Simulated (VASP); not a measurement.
# CaO (Lime) in VASP: further runs

The runs below take CaO (Lime) through single point, with r2SCAN, PBE.

Everything below comes from runs of VASP 6.6.1. Logs are shortened: lines on timing, memory, paths and dates and some standing lists are left out, and cuts for length are marked.

## 1. The cell of the first run

The structure is cubic, space group Fm-3m (No. 225). The conventional cell has a = 4.829 Å, b = 4.829 Å, c = 4.829 Å, α = 90.00°, β = 90.00°, γ = 90.00°. Within 3.2 Å of Ca (site symmetry m-3m) lie 6 O at 2.41 Å. O (site symmetry m-3m) has 6 Ca at 2.41 Å within 3.2 Å.

## 2. Single point, r2SCAN (strain +0.7%)

POSCAR reads:

```
CaO
1.0
    0.0000000000      2.4145699774      2.4145699774
    2.4145699774      0.0000000000      2.4145699774
    2.4145699774      2.4145699774      0.0000000000
Ca O
1 1
Direct
    0.0000000000      0.0000000000      0.0000000000
    0.5000000000      0.5000000000      0.5000000000
```

INCAR.step1 reads:

```
SYSTEM = CaO
ALGO = Normal ; EDIFF = 1E-4
ENCUT = 520 ; GGA = PE
ISMEAR = 0 ; LASPH = .TRUE.
LCHARG = .FALSE. ; LREAL = .FALSE.
LWAVE = .TRUE. ; NBANDS = 15
NELM = 80 ; PREC = Accurate
SIGMA = 0.01
```

INCAR.step2 reads:

```
SYSTEM = CaO
ALGO = Normal ; EDIFF = 1E-7
ENCUT = 520 ; ISIF = 2
ISMEAR = 0 ; ISTART = 1
LASPH = .TRUE. ; LCHARG = .FALSE.
LMIXTAU = .TRUE. ; LREAL = .FALSE.
LWAVE = .FALSE. ; METAGGA = R2SCAN
NBANDS = 15 ; NELM = 80
PREC = Accurate ; SIGMA = 0.01
```

KPOINTS reads:

```
k-points
0
G
  10 10 10
  0 0 0
```

Potentials or basis: VASP PAW PBE potentials, release 64 (Ca_sv, O).

On the command line:

```sh
$ cat potpaw_PBE.64/Ca_sv/POTCAR potpaw_PBE.64/O/POTCAR > POTCAR
$ cp INCAR.step1 INCAR
$ mpirun -np 1 vasp_std > vasp.out
$ cp INCAR.step2 INCAR
$ mpirun -np 1 vasp_std > vasp.out
```

OUTCAR:

```text
SYSTEM = CaO
   EDIFF = 1E-7
   ENCUT = 520
   ISIF = 2
   ISMEAR = 0
   ISTART = 1
   LASPH = .TRUE.
   LREAL = .FALSE.
   METAGGA = R2SCAN
   NELM = 80
   PREC = Accurate

 ion  position               nearest neighbor table
   1  0.000  0.000  0.000-   2 2.41   2 2.41   2 2.41   2 2.41   2 2.41   2 2.41
   2  0.500  0.500  0.500-   1 2.41   1 2.41   1 2.41   1 2.41   1 2.41   1 2.41

  LATTYP: Found a face centered cubic cell.
 ALAT       =     4.8291399548

  Lattice vectors:

 A1 = (   0.0000000000,   2.4145699774,   2.4145699774)
 A2 = (   2.4145699774,   0.0000000000,   2.4145699774)
 A3 = (   2.4145699774,   2.4145699774,   0.0000000000)

Analysis of symmetry for initial positions (statically):
=====================================================================
 Subroutine PRICEL returns:
 Original cell was already a primitive cell.

 Routine SETGRP: Setting up the symmetry group for a
 face centered cubic supercell.

 Subroutine GETGRP returns: Found 48 space group operations
 (whereof 48 operations were pure point group operations)
 out of a pool of 48 trial point group operations.

The static configuration has the point symmetry O_h .

Analysis of symmetry for dynamics (positions and initial velocities):
=====================================================================
 Subroutine PRICEL returns:
 Original cell was already a primitive cell.

 Routine SETGRP: Setting up the symmetry group for a
 face centered cubic supercell.

 Subroutine GETGRP returns: Found 48 space group operations
 (whereof 48 operations were pure point group operations)
 out of a pool of 48 trial point group operations.

The dynamic configuration has the point symmetry O_h .

 Subroutine INISYM returns: Found 48 space group operations
 (whereof 48 operations are pure point group operations),
 and found     1 'primitive' translations

----------------------------------------------------------------------------------------

                                     Primitive cell

  volume of cell :      28.1546

  direct lattice vectors                    reciprocal lattice vectors
     0.000000000  2.414569977  2.414569977    -0.207076210  0.207076210  0.207076210
     2.414569977  0.000000000  2.414569977     0.207076210 -0.207076210  0.207076210
     2.414569977  2.414569977  0.000000000     0.207076210  0.207076210 -0.207076210

  length of vectors
     3.414717609  3.414717609  3.414717609     0.358666517  0.358666517  0.358666517

  position of ions in fractional coordinates (direct lattice)
     0.000000000  0.000000000  0.000000000
     0.500000000  0.500000000  0.500000000

  ion indices of the primitive-cell ions
   primitive index   ion index
                 1           1
                 2           2

----------------------------------------------------------------------------------------

 KPOINTS: k-points

Automatic generation of k-mesh.
 Grid dimensions read from file:
 generate k-points for:   10   10   10

 Generating k-lattice:

  Cartesian coordinates                     Fractional coordinates (reciprocal lattice)
    -0.020707621  0.020707621  0.020707621     0.100000000  0.000000000  0.000000000
     0.020707621 -0.020707621  0.020707621     0.000000000  0.100000000  0.000000000
     0.020707621  0.020707621 -0.020707621     0.000000000  0.000000000  0.100000000

  Length of vectors
     0.035866652  0.035866652  0.035866652

  Shift w.r.t. Gamma in fractional coordinates (k-lattice)
     0.000000000  0.000000000  0.000000000

 Subroutine IBZKPT returns following result:
 ===========================================

 Found     47 irreducible k-points:

 Following reciprocal coordinates:
            Coordinates               Weight
  0.000000  0.000000  0.000000      1.000000
  0.100000  0.000000  0.000000      8.000000
  0.200000  0.000000  0.000000      8.000000
  0.300000  0.000000  0.000000      8.000000
  0.400000  0.000000  0.000000      8.000000
  0.500000  0.000000  0.000000      4.000000
[... 16 lines left out ...]
  0.300000  0.300000  0.000000      6.000000
  0.400000  0.300000  0.000000     24.000000
 [... further k-points ...]
   k-points           NKPTS =     47   k-points in BZ     NKDIM =     47   number of bands    NBANDS=     15
   number of dos      NEDOS =    301   number of ions     NIONS =      2
   total plane-waves  NPLWV =  21952
   dimension x,y,z NGX =    28 NGY =   28 NGZ =   28
   dimension x,y,z NGXF=    56 NGYF=   56 NGZF=   56
   ions per type =               1   1
   NGX,Y,Z   is equivalent  to a cutoff of  13.63, 13.63, 13.63 a.u.
   NGXF,Y,Z  is equivalent  to a cutoff of  27.26, 27.26, 27.26 a.u.
 SYSTEM =  CaO
   PREC   = accura    normal or accurate (medium, high low for compatibility)
   ISTART =      1    job   : 0-new  1-cont  2-samecut
   ICHARG =      0    charge: 1-file 2-atom 10-const
   ISPIN  =      1    spin polarized calculation?
   LNONCOLLINEAR =      F non collinear calculations
   LSORBIT =      F    spin-orbit coupling
   LASPH  =      T    aspherical Exc in radial PAW
   ENCUT  =  520.0 eV  38.22 Ry    6.18 a.u.   6.35  6.35  6.35*2*pi/ulx,y,z
   NELM   =     80;   NELMIN=  2; NELMDL=  0     # of ELM steps
   EDIFF  = 0.1E-06   stopping-criterion for ELM
   LREAL  =      F    real-space projection
   EDIFFG = 0.1E-05   stopping-criterion for IOM
   NSW    =      0    number of steps for IOM
   IBRION =     -1    ionic relax: 0-MD 1-quasi-New 2-CG
   NFREE  =      0    steps in history (QN), initial steepest desc. (CG)
   ISIF   =      2    stress and relaxation
   ISYM   =      2    0-nonsym 1-usesym 2-fastsym
   POTIM  = 0.5000    time-step for ionic-motion
   TEBEG  =    0.0;   TEEND  =   0.0 temperature during run
   PSTRESS=    0.0 pullay stress
   NELECT =      16.0000    total number of electrons
   NUPDOWN=      -1.0000    fix difference up-down
   EMIN   =  10.00;   EMAX   =-10.00  energy-range for DOS
   EFERMI =   0.00;   METHOD = LEGACY
   ISMEAR =     0;   SIGMA  =   0.01  broadening in eV -4-tet -1-fermi 0-gaus
   EFERMI_NEDOS =   21; number of points for ismear=-14 and -15
   IALGO  =     38    algorithm
   IMIX   =      4    mixing-type and parameters
     AMIX     =   0.40;   BMIX     =  1.00
     AMIX_MAG =   1.60;   BMIX_MAG =  1.00
  volume/ion in A,a.u.               =      14.08        95.00
  Fermi-wavevector in a.u.,A,eV,Ry     =   1.356017  2.562500 25.018137  1.838781
  Thomas-Fermi vector in A             =   2.483055
   LORBIT       =      0    0 simple, 1 ext, 2 COOP (PROOUT), +10 PAW based schemes
   METAGGA = R2SCAN    functional components
   LHFCALC =     F    Hartree Fock is set to
   AEXX    =    0.0000 exact exchange contribution
   IVDW    =     0    specifies the selected vdW correction
   LEPSILON=     F    determine dielectric tensor
   LRPA    =     F    only Hartree local field effects (RPA)
 non-spin polarized calculation
 Gauss-broadening in eV      SIGMA  =   0.01
  energy-cutoff  :      520.00
  volume of cell :       28.15
 maximum number of plane-waves:       769
 NGX is ok and might be reduce to    28
   NGX = 13   NGY = 13   NGZ = 13

 number of electron      15.9999999 magnetization

 Free energy of the ion-electron system (eV)
  ---------------------------------------------------
  ext. energy  EPLUGINS =         0.00000000
  ---------------------------------------------------
  free energy    TOTEN  =       -19.45302347 eV

  energy without entropy =      -19.45302347  energy(sigma->0) =      -19.45302347

 E-fermi :   2.0036     XC(G=0): -10.9997

 val. band max:        1.9364348580   @ k =   0.0000   0.0000   0.0000
 cond. band min:       6.1282507286   @ k =   0.5000   0.5000   0.0000
 fundamental gap:      4.1918158706
 Fermi energy:         2.0035522426

 k-point     1 :       0.0000    0.0000    0.0000
  band No.  band energies     occupation
      1     -37.1803      2.00000
      2     -17.0818      2.00000
      3     -17.0818      2.00000
      4     -17.0818      2.00000
      5     -14.5098      2.00000
      6       1.9364      2.00000
      7       1.9364      2.00000
      8       1.9364      2.00000
      9       7.2459      0.00000
     10       8.7533      0.00000
     11       8.7533      0.00000
     12       8.7533      0.00000
     13      10.3245      0.00000
     14      10.3245      0.00000
     15      17.6145      0.00000

 k-point     2 :       0.1000    0.0000    0.0000
  band No.  band energies     occupation
      1     -37.1713      2.00000
      2     -17.2306      2.00000
      3     -17.0865      2.00000
      4     -17.0865      2.00000
      5     -14.3545      2.00000
      6       1.5940      2.00000
      7       1.8032      2.00000
      8       1.8032      2.00000
      9       7.6976      0.00000
     10       8.7156      0.00000
     11       8.9255      0.00000
     12       8.9255      0.00000
     13      10.5622      0.00000
     14      10.5622      0.00000
     15      18.0164      0.00000

 k-point     3 :       0.2000    0.0000    0.0000
  band No.  band energies     occupation
      1     -37.1476      2.00000
      2     -17.5612      2.00000
      3     -17.0988      2.00000
      4     -17.0988      2.00000
      5     -14.0067      2.00000
      6       0.8473      2.00000
      7       1.4810      2.00000
      8       1.4810      2.00000
      9       8.6312      0.00000
     10       8.8493      0.00000
     11       9.4016      0.00000
     12       9.4016      0.00000
     13      11.1816      0.00000
     14      11.1816      0.00000
     15      18.6102      0.00000
[... 343 lines left out ...]
 k-point    23 :       0.3000    0.3000    0.0000
  band No.  band energies     occupation
      1     -37.0991      2.00000
      2     -17.6672      2.00000
      3     -17.2230      2.00000
      4     -17.2230      2.00000
      5     -13.9824      2.00000
      6       0.2284      2.00000
      7       1.5982      2.00000
      8       1.5982      2.00000
      9       6.8407      0.00000
     10       9.6324      0.00000
     11      11.0495      0.00000
     12      11.1165      0.00000
     13      11.1165      0.00000
     14      13.0340      0.00000
     15      20.0851      0.00000

 k-point    24 :       0.4000    0.3000    0.0000
  band No.  band energies     occupation
      1     -37.0808      2.00000
      2     -17.7217      2.00000
      3     -17.2705      2.00000
      4     -17.2445      2.00000
      5     -13.9889      2.00000
      6       0.2835      2.00000
      7       1.3933      2.00000
      8       1.4878      2.00000
      9       6.7997      0.00000
     10      10.2053      0.00000
     11      11.3608      0.00000
     12      11.4089      0.00000
     13      11.5523      0.00000
     14      13.4415      0.00000
     15      18.4111      0.00000

 [... further k-points ...]

------------------------ aborting loop because EDIFF is reached ----------------------------------------

  FORCE on cell =-STRESS in cart. coord.  units (eV):
  Direction    XX          YY          ZZ          XY          YZ          ZX
  --------------------------------------------------------------------------------------
  -------------------------------------------------------------------------------------
  Total       -0.2467820     -0.2467820     -0.2467820      0.0000000      0.0000000      0.0000000
  in kB      -14.0434774    -14.0434774    -14.0434774      0.0000000      0.0000000      0.0000000
  external PRESSURE =     -14.0434774 kB  Pullay stress =       0.0000000 kB

 VOLUME and BASIS-vectors are now :
 -----------------------------------------------------------------------------
  energy-cutoff  :      520.00
  volume of cell :       28.15
      direct lattice vectors                 reciprocal lattice vectors
     0.000000000  2.414569977  2.414569977    -0.207076210  0.207076210  0.207076210
     2.414569977  0.000000000  2.414569977     0.207076210 -0.207076210  0.207076210
     2.414569977  2.414569977  0.000000000     0.207076210  0.207076210 -0.207076210

 POSITION                                       TOTAL-FORCE (eV/Angst)
 -----------------------------------------------------------------------------------
      0.00000      0.00000      0.00000         0.000000      0.000000      0.000000
      2.41457      2.41457      2.41457         0.000000     -0.000000     -0.000000
 -----------------------------------------------------------------------------------
    total drift:                                0.000000      0.000000      0.000000

  FREE ENERGIE OF THE ION-ELECTRON SYSTEM (eV)
  ---------------------------------------------------
  free  energy   TOTEN  =       -19.4530234660 eV

  energy  without entropy=      -19.4530234660  energy(sigma->0) =      -19.45302347
```

Run time: 3.4 min. Hardware: 1 thread of Intel Xeon 8259CL, shared host; peak memory 0.18 GiB.

What came out:

- Free energy: -19.4530 eV
- Pressure: -1.4 GPa
- Band gap on the k mesh: 4.19 eV, indirect (least direct gap 4.57 eV)

Caveat: the cell differs from its parent crystal (strain +0.7%); the PAW data sets were made with another functional, which shifts forces and pressure a little.

## 3. Single point, r2SCAN (strain +5.0%)

POSCAR reads:

```
CaO
1.0
    0.0000000000      2.5174247605      2.5174247605
    2.5174247605      0.0000000000      2.5174247605
    2.5174247605      2.5174247605      0.0000000000
Ca O
1 1
Direct
    0.0000000000      0.0000000000      0.0000000000
    0.5000000000      0.5000000000      0.5000000000
```

INCAR.step1 reads:

```
SYSTEM = CaO
  PREC = Accurate
  ENCUT = 520
  ISMEAR = 0
  SIGMA = 0.01
  LREAL = .False.
  LASPH = .True.
  NELM = 80
  NBANDS = 15
  GGA = PE
  ALGO = Normal
  EDIFF = 1E-4
  LWAVE = .True.
  LCHARG = .False.
```

INCAR.step2 reads:

```
SYSTEM = CaO
  PREC = Accurate
  ENCUT = 520
  EDIFF = 1E-7
  ISMEAR = 0
  SIGMA = 0.01
  LREAL = .False.
  LASPH = .True.
  NELM = 80
  ALGO = Normal
  ISIF = 2
  LWAVE = .False.
  LCHARG = .False.
  METAGGA = R2SCAN
  LMIXTAU = .True.
  NBANDS = 15
  ISTART = 1
```

KPOINTS reads:

```
regular mesh
0
Gamma
  10 10 10
  0 0 0
```

Potentials or basis: VASP PAW PBE potentials, release 64 (Ca_sv, O).

On the command line:

```sh
$ cat potpaw_PBE.64/Ca_sv/POTCAR potpaw_PBE.64/O/POTCAR > POTCAR
$ cp INCAR.step1 INCAR
$ mpirun -np 1 vasp_std > vasp.out
$ cp INCAR.step2 INCAR
$ mpirun -np 1 vasp_std > vasp.out
```

OUTCAR:

```text
SYSTEM = CaO
   PREC = Accurate
   ENCUT = 520
   EDIFF = 1E-7
   ISMEAR = 0
   LREAL = .False.
   LASPH = .True.
   NELM = 80
   ISIF = 2
   METAGGA = R2SCAN
   ISTART = 1

 ion  position               nearest neighbor table
   1  0.000  0.000  0.000-   2 2.52   2 2.52   2 2.52   2 2.52   2 2.52   2 2.52
   2  0.500  0.500  0.500-   1 2.52   1 2.52   1 2.52   1 2.52   1 2.52   1 2.52

  LATTYP: Found a face centered cubic cell.
 ALAT       =     5.0348495210

  Lattice vectors:

 A1 = (   0.0000000000,   2.5174247605,   2.5174247605)
 A2 = (   2.5174247605,   0.0000000000,   2.5174247605)
 A3 = (   2.5174247605,   2.5174247605,   0.0000000000)
[... 610 lines left out ...]
     13      10.1505      0.00000
     14      11.6526      0.00000
     15      16.0986      0.00000

 [... further k-points ...]
[... 5 lines left out ...]
  --------------------------------------------------------------------------------------
  -------------------------------------------------------------------------------------
  Total       -2.3734431     -2.3734431     -2.3734431      0.0000000      0.0000000      0.0000000
  in kB     -119.1763019   -119.1763019   -119.1763019      0.0000000      0.0000000      0.0000000
  external PRESSURE =    -119.1763019 kB  Pullay stress =       0.0000000 kB

 VOLUME and BASIS-vectors are now :
 -----------------------------------------------------------------------------
  energy-cutoff  :      520.00
  volume of cell :       31.91
      direct lattice vectors                 reciprocal lattice vectors
     0.000000000  2.517424760  2.517424760    -0.198615668  0.198615668  0.198615668
     2.517424760  0.000000000  2.517424760     0.198615668 -0.198615668  0.198615668
     2.517424760  2.517424760  0.000000000     0.198615668  0.198615668 -0.198615668

 POSITION                                       TOTAL-FORCE (eV/Angst)
 -----------------------------------------------------------------------------------
      0.00000      0.00000      0.00000        -0.000000     -0.000000     -0.000000
      2.51742      2.51742      2.51742         0.000000      0.000000      0.000000
 -----------------------------------------------------------------------------------
    total drift:                                0.000000      0.000000      0.000000

  FREE ENERGIE OF THE ION-ELECTRON SYSTEM (eV)
  ---------------------------------------------------
  free  energy   TOTEN  =       -19.2863103484 eV

  energy  without entropy=      -19.2863103484  energy(sigma->0) =      -19.28631035
```

OUTCAR.step1:

```text
SYSTEM = CaO
   PREC = Accurate
   ENCUT = 520
   ISMEAR = 0
   LREAL = .False.
   LASPH = .True.
[... 653 lines left out ...]
      0.00000      0.00000      0.00000         0.000000      0.000000      0.000000
      2.51742      2.51742      2.51742        -0.000000     -0.000000     -0.000000
 -----------------------------------------------------------------------------------
    total drift:                                0.000000      0.000000      0.000000

  FREE ENERGIE OF THE ION-ELECTRON SYSTEM (eV)
  ---------------------------------------------------
  free  energy   TOTEN  =       -12.6889716404 eV

  energy  without entropy=      -12.6889716404  energy(sigma->0) =      -12.68897164
```

It took 3.2 min on 1 thread of Intel Xeon 8259CL, shared host; peak memory 0.18 GiB.

What came out:

* Free energy: -19.2863 eV
* Pressure: -11.9 GPa
* Band gap on the k mesh: 4.18 eV, indirect (least direct gap 4.34 eV)

Caveat: the cell differs from its parent crystal (strain +5.0%); the PAW data sets were made with another functional, which shifts forces and pressure a little. A k mesh can miss the band edges.

## 4. Single point, PBE (uniaxial y strain +3.7%)

INCAR reads:

```
SYSTEM = CaO
ALGO = Normal
EDIFF = 1E-6
ENCUT = 520
GGA = PE
ISIF = 2
ISMEAR = -1
LASPH = .True.
LCHARG = .False.
LREAL = .False.
LWAVE = .False.
NBANDS = 15
NELM = 60
PREC = Accurate
SIGMA = 0.02
```

KPOINTS reads:

```
k-points
0
Gamma
  10 10 10
  0 0 0
```

POSCAR reads:

```
CaO
1.0
    0.0000000000      2.4857771349      2.3975473909
    2.3975473909      0.0000000000      2.3975473909
    2.3975473909      2.4857771349      0.0000000000
Ca O
1 1
Direct
    0.0000000000      0.0000000000      0.0000000000
    0.5000000000      0.5000000000      0.5000000000
```

On the command line:

```sh
$ cat potpaw_PBE.64/Ca_sv/POTCAR potpaw_PBE.64/O/POTCAR > POTCAR
$ mpirun -np 1 vasp_std > vasp.out
```

Wall time 77 s (1 thread of Intel Xeon 8259CL, shared host); peak memory 0.19 GiB.

The run converged. Its results:

```yaml
Free_energy: -12.7950 eV
Pressure: -0.6 GPa
Band_gap_on_the_k_mesh: 3.59 eV, indirect (least direct gap 3.99 eV)
```

Stress tensor (GPa, compression positive):
```
 0.95  0.00  0.00
 0.00 -3.78  0.00
 0.00  0.00  0.95
```

Levels at points of the mesh, in eV from the valence-band top:
```tsv
k point	band 6	band 7	band 8	band 9	band 10	band 11
(0.00, 0.00, 0.00)	-0.07	0.00	0.00	4.41	5.98	6.22
(0.50, 0.00, 0.00)	-2.60	-1.18	-1.18	6.89	8.17	8.20
(0.50, 0.50, 0.00)	-1.27	-0.46	-0.40	3.59	7.79	8.74
(0.50, 0.00, 0.50)	-1.46	-0.35	-0.35	3.69	7.79	8.72
```

Caveat: the cell differs from its parent crystal (uniaxial y strain +3.7%).

## 5. Overview

| level | cell | smearing | gap on the mesh (eV) | pressure (GPa) |
| --- | --- | --- | --- | --- |
| r2SCAN | a = 3.415 Å, angles 60.0°, 2 atoms | gaussian 0.01 eV | 4.19 | -1.4 |
| r2SCAN | a = 3.560 Å, angles 60.0°, 2 atoms | gaussian 0.01 eV | 4.18 | -11.9 |
| PBE | a = 3.454, b = 3.391 Å, angles 60.6, 58.8, 60.6°, 2 atoms | fermi-dirac 0.02 eV | 3.59 | -0.6 |

Alike in all rows: task single point; potentials or basis VASP PAW PBE potentials, release 64 (Ca_sv, O); no spin polarisation; k mesh 10 × 10 × 10; cutoff (eV) 520.

Caveats: the PAW data sets were made with another functional, which shifts forces and pressure a little (some runs).

Absolute energies hang on the potentials; compare differences alone.
